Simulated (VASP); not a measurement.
# SbSe5 (R-3m) in VASP: notebook, part 2 of 2

VASP 6.6.1. The steps go on from the part before.

## 3. Relaxation of cell and atoms, PBE

This run uses another cell than the first one, of 31.32 Å³/atom, 1.077 times its volume.

File INCAR:

```
SYSTEM = SbSe5
PREC = Accurate ; ENCUT = 600
EDIFF = 1E-7 ; ISMEAR = 0
SIGMA = 0.2 ; LREAL = .FALSE.
LASPH = .TRUE. ; NELM = 100
ALGO = Normal ; ISIF = 3
LWAVE = .FALSE. ; LCHARG = .FALSE.
GGA = PE ; IBRION = 2
NSW = 36 ; EDIFFG = -0.08
```

File KPOINTS:

```
Automatic mesh
0
G
  3 3 3
  0 0 0
```

File POSCAR:

```
SbSe5
1.0
    3.1649102800      1.8272618000      5.4153156800
   -3.1649102800      1.8272618000      5.4153156800
    0.0000000000     -3.6545236000      5.4153156800
Sb Se
1 5
Direct
    0.5000000000      0.5000000000      0.5000000000
    0.5000000000      0.5000000000      0.0000000000
    0.0000000000      0.5000000000      0.5000000000
    0.5000000000      0.0000000000      0.5000000000
    0.1998257900      0.1998257900      0.1998257900
    0.8001742100      0.8001742100      0.8001742100
```

Potentials or basis: VASP PAW PBE potentials, release 64 (Sb, Se).

Launch:

```console
$ cat potpaw_PBE.64/Sb/POTCAR potpaw_PBE.64/Se/POTCAR > POTCAR
$ mpirun -np 1 vasp_std > vasp.out
```

OUTCAR:

```text
SYSTEM = SbSe5
   PREC = Accurate
   ENCUT = 600
   EDIFF = 1E-7
   ISMEAR = 0
   LREAL = .FALSE.
   LASPH = .TRUE.
   NELM = 100
   ISIF = 3
   GGA = PE
   IBRION = 2
   NSW = 36
   EDIFFG = -0.08

 ion  position               nearest neighbor table
   1  0.500  0.500  0.500-   2 3.27   2 3.27   4 3.27   3 3.27   4 3.27   3 3.27
   2  0.500  0.500  0.000-   1 3.27   1 3.27
   3  0.000  0.500  0.500-   1 3.27   1 3.27
   4  0.500  0.000  0.500-   1 3.27   1 3.27
   5  0.200  0.200  0.200-
   6  0.800  0.800  0.800-

  LATTYP: Found a trigonal (rhomboedric) cell.
 ALAT       =     6.5330840099
 COS(alpha) =     0.5306289330

  Lattice vectors:

 A1 = (   3.1649102800,   1.8272618000,   5.4153156800)
 A2 = (  -3.1649102800,   1.8272618000,   5.4153156800)
 A3 = (   0.0000000000,  -3.6545236000,   5.4153156800)

[... 279 lines left out ...]
  free  energy   TOTEN  =       -19.5245718479 eV

  energy  without entropy=      -19.4566037868  energy(sigma->0) =      -19.49058782

[... ionic steps 4 to 18 ...]

--------------------------------------- Ionic step       19  -------------------------------------------

 number of electron      35.0000003 magnetization

------------------------ aborting loop because EDIFF is reached ----------------------------------------
[... 75 lines left out ...]
--------------------------------------- Ionic step       21  -------------------------------------------

 number of electron      35.0000002 magnetization

 Free energy of the ion-electron system (eV)
  ---------------------------------------------------
  ext. energy  EPLUGINS =         0.00000000
  ---------------------------------------------------
  free energy    TOTEN  =       -21.21890972 eV

  energy without entropy =      -21.15730955  energy(sigma->0) =      -21.18810964

 E-fermi :   2.4489     XC(G=0):  -8.5702

 val. band max:        2.2712045664   @ k =   0.3333   0.3333   0.0000
 cond. band min:       2.6510781146   @ k =  -0.3333   0.3333   0.0000
 fundamental gap:      0.3798735482
 Fermi energy:         2.4489116795

 k-point     1 :       0.0000    0.0000    0.0000
  band No.  band energies     occupation
      1     -12.2901      2.00000
      2     -10.1149      2.00000
      3      -9.9370      2.00000
      4      -9.9370      2.00000
      5      -8.4135      2.00000
      6      -4.8402      2.00000
[... 166 lines left out ...]
  FREE ENERGIE OF THE ION-ELECTRON SYSTEM (eV)
  ---------------------------------------------------
  free  energy   TOTEN  =       -21.2189097198 eV

  energy  without entropy=      -21.1573095523  energy(sigma->0) =      -21.18810964

 reached required accuracy - stopping structural energy minimisation
```

OSZICAR:

```text
N       E                     dE             d eps       ncg     rms          rms(c)
DAV:   1     0.236272168942E+03    0.23627E+03   -0.14392E+04   252   0.151E+03
DAV:   2     0.451119243376E+01   -0.23176E+03   -0.22729E+03   342   0.223E+02
DAV:   3    -0.181098327130E+02   -0.22621E+02   -0.22373E+02   287   0.790E+01
[... 237 lines left out ...]
DAV:   3    -0.212189287864E+02    0.27018E-03   -0.79034E-04   282   0.129E-01    0.286E-02
DAV:   4    -0.212189109496E+02    0.17837E-04   -0.40729E-05   282   0.358E-02    0.162E-02
DAV:   5    -0.212189096866E+02    0.12630E-05   -0.10808E-05   287   0.164E-02    0.813E-03
DAV:   6    -0.212189097974E+02   -0.11077E-06   -0.79248E-07   295   0.480E-03    0.330E-03
DAV:   7    -0.212189097198E+02    0.77577E-07   -0.13735E-07   161   0.234E-03
  21 F= -.21218910E+02 E0= -.21188110E+02  d E =-.178875E-02
```

It took 7.1 min on 1 thread of Intel Xeon 6975P-C (Granite Rapids), shared host; peak memory 0.42 GiB.

Results:

```yaml
Free_energy: -21.2189 eV
Relaxed_volume: 29.75 Å³/atom
Relaxed_cell: a = 5.671 Å, b = 5.671 Å, c = 5.671 Å, α = 82.83°, β = 82.83°, γ = 82.83°
Space_group_after_relaxing_to_0.05_Å: R-3m (No. 166)
Energy_gained_by_relaxing: 421.9 meV/atom
Ionic_steps: 21
Pressure_after_relaxing: -0.4 GPa
Largest_force_after_relaxing: 0.011 eV/Å
```

Forces in eV/Å, atoms in the order of the input:
```
Sb   0.000  0.000  0.000
Se   0.000  0.000  0.000
Se   0.000  0.000  0.000
Se   0.000  0.000  0.000
Se   0.000  0.000 -0.011
Se   0.000  0.000  0.011
```

Step by step:
| step | energy change (eV) | largest force (eV/Å) | pressure (GPa) | volume (Å³) |
| --- | --- | --- | --- | --- |
| 1 | 0.0000 | 1.3887 | -6.18 | 187.90 |
| 2 | -0.8021 | 0.5111 | 2.78 | 156.73 |
| 3 | -0.8368 | 0.0342 | 0.70 | 161.23 |
| 4 | -0.9052 | 0.2146 | 0.81 | 162.67 |
| 5 | -1.0040 | 0.4666 | 1.16 | 165.04 |
| 6 | -1.4342 | 0.5011 | 1.86 | 168.82 |
| 7 | -2.3703 | 0.7471 | 2.57 | 172.06 |
| 8 | 1.5808 | 6.7527 | 17.11 | 157.53 |
| 9 | -2.4089 | 0.9400 | 2.96 | 171.85 |
| 10 | -2.4682 | 0.6905 | 1.66 | 175.88 |
| 11 | -2.4838 | 0.3745 | 0.15 | 181.32 |
| 12 | -2.4861 | 0.4510 | 0.50 | 179.97 |
| 13 | -2.4955 | 0.4152 | 0.41 | 179.83 |
| 14 | -2.5150 | 0.3000 | 0.17 | 179.37 |
| 15 | -2.5097 | 0.0536 | -0.20 | 178.28 |
| 16 | -2.5205 | 0.1992 | 0.00 | 178.96 |
| 17 | -2.5226 | 0.1732 | -0.07 | 178.97 |
| 18 | -2.5273 | 0.0972 | -0.26 | 179.03 |
| 19 | -2.5287 | 0.0478 | -0.64 | 179.12 |
| 20 | -2.5294 | 0.0022 | -0.51 | 179.09 |
| 21 | -2.5311 | 0.0112 | -0.40 | 178.48 |

Final structure:
```yaml
crystal:
  lattice:
    - [3.75185, 2.16613, 3.66018]
    - [-3.75185, 2.16613, 3.66018]
    - [0.00000, -4.33227, 3.66018]
  atoms:
    - { symbol: Sb, position: [0.50000, 0.50000, 0.50000] }
    - { symbol: Se, position: [0.50000, 0.50000, 0.00000] }
    - { symbol: Se, position: [0.00000, 0.50000, 0.50000] }
    - { symbol: Se, position: [0.50000, 0.00000, 0.50000] }
    - { symbol: Se, position: [0.19632, 0.19632, 0.19632] }
    - { symbol: Se, position: [0.80368, 0.80368, 0.80368] }
```

Caveat: the k points lie up to 0.37 Å⁻¹ apart in the final cell; spin-orbit coupling is left out, which moves the levels of the heavy elements; the relaxation stopped at a loose force limit of 0.08 eV/Å, so its end isn't a converged minimum.

## 4. Single point, PBE

This run uses another cell than the first one, of 29.39 Å³/atom, 1.011 times its volume.

File INCAR:

```
SYSTEM = SbSe5
  PREC = Accurate
  ENCUT = 520
  EDIFF = 1E-7
  ISMEAR = 0
  SIGMA = 0.1
  LREAL = .FALSE.
  LASPH = .TRUE.
  NELM = 100
  ALGO = Normal
  ISIF = 2
  LWAVE = .FALSE.
  LCHARG = .FALSE.
  GGA = PE
  NBANDS = 26
```

File KPOINTS:

```
Automatic mesh
0
G
  6 6 6
  0 0 0
```

File POSCAR:

```
SbSe5
1.0
    3.7453657543      2.1623879264      3.6285722967
   -3.7453657543      2.1623879264      3.6285722967
    0.0000000000     -4.3247758529      3.6285722967
Sb Se
1 5
Direct
    0.5000000000      0.5000000000      0.5000000000
    0.5000000000      0.5000000000      0.0000000000
    0.0000000000      0.5000000000      0.5000000000
    0.5000000000      0.0000000000      0.5000000000
    0.1960326398      0.1960326398      0.1960326398
    0.8039673602      0.8039673602      0.8039673602
```

Launch:

```console
$ cat potpaw_PBE.64/Sb/POTCAR potpaw_PBE.64/Se/POTCAR > POTCAR
$ mpirun -np 1 vasp_std > vasp.out
```

It took 52 s on 1 thread of Intel Xeon 6975P-C (Granite Rapids), shared host; peak memory 0.32 GiB.

Results (log left out):

* Free energy: -21.0379 eV
* Pressure: 0.0 GPa
* Largest force: 0.011 eV/Å

Forces on the atoms (eV/Å):
```
Sb   0.000  0.000  0.000
Se   0.000  0.000  0.000
Se   0.000  0.000  0.000
Se   0.000  0.000  0.000
Se   0.000  0.000 -0.011
Se   0.000  0.000  0.011
```

Levels at points of the mesh, in eV from the Fermi level:
| k point | band 14 | band 15 | band 16 | band 17 | band 18 | band 19 | band 20 | band 21 | band 22 | band 23 |
| --- | --- | --- | --- | --- | --- | --- | --- | --- | --- | --- |
| (0.00, 0.00, 0.00) | -1.26 | -1.26 | -1.16 | -1.16 | -0.57 | 2.81 | 2.81 | 2.85 | 5.13 | 5.13 |
| (0.50, 0.00, 0.00) | -1.44 | -0.87 | -0.66 | -0.61 | -0.17 | 1.29 | 1.98 | 2.25 | 2.60 | 5.00 |
| (0.50, 0.50, 0.00) | -0.91 | -0.76 | -0.69 | -0.64 | 0.55 | 0.84 | 1.21 | 2.82 | 2.85 | 2.96 |
| (0.50, 0.50, 0.50) | -1.32 | -0.70 | -0.70 | -0.12 | 0.03 | 0.03 | 0.43 | 0.49 | 2.80 | 2.80 |

Caveat: spin-orbit coupling is left out, which moves the levels of the heavy elements.

## 5. Overview

| task | cell | k mesh | cutoff (eV) | smearing | gap on the mesh (eV) | pressure (GPa) | largest force (eV/Å) |
| --- | --- | --- | --- | --- | --- | --- | --- |
| single point | a = 5.637 Å, angles 82.1°, 6 atoms | 3 × 3 × 3 | 520 | gaussian 0.2 eV | none | 0.3 | 0.05 |
| relaxation of cell and atoms | relaxed from a = 6.533 Å, angles 58.0°, 6 atoms | 3 × 3 × 3 | 600 | gaussian 0.2 eV | none | -0.4 | 0.01 |
| single point | a = 5.645 Å, angles 83.1°, 6 atoms | 6 × 6 × 6 | 520 | gaussian 0.1 eV | none | 0.0 | 0.01 |

Alike in all rows: level PBE; potentials or basis VASP PAW PBE potentials, release 64 (Sb, Se); no spin polarisation.

Caveats: some runs use coarse meshes; spin-orbit coupling is left out, which moves the levels of the heavy elements; the relaxation stopped at a loose force limit of 0.08 eV/Å, so its end isn't a converged minimum (some runs).

Total energies depend on the potentials used, so only differences within one code and one set of settings carry meaning.
